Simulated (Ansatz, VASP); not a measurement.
# One calculation of SiMo3, two programs

```
CELL_PARAMETERS angstrom
3.88909 0.00000 0.00000
0.00000 3.88909 0.00000
0.00000 0.00000 3.96500
ATOMIC_POSITIONS crystal
Si 0.50000 0.50000 0.50000
Mo 0.50000 0.00000 0.00000
Mo 0.00000 0.50000 0.00000
Mo 0.00000 0.00000 0.50000
```

Alike in both runs: functional PBE; k mesh 5 × 5 × 5; occupations gaussian, width 0.2 eV; no spin polarisation.

Ansatz relaxed the structure, and its values are those at the end. VASP's run is a single point on that final structure, the one shown.

```csv
,VASP,Ansatz
version,VASP 6.6.1,Ansatz 0.2.0
potentials or method,"VASP PAW PBE potentials, release 64 (Si, Mo_sv), cutoff 500 eV","scalar-relativistic, plane waves, PAW"
valence electrons in the cell,46,46
```

|  | VASP | Ansatz | Ansatz less VASP |
| --- | --- | --- | --- |
| gap on the k mesh at the Fermi level (eV) | none | none | - |
| pressure (GPa) | 0.6 | 0.2 | -0.39 |

A gap of «none» marks a metal or a gap that the smearing closes.
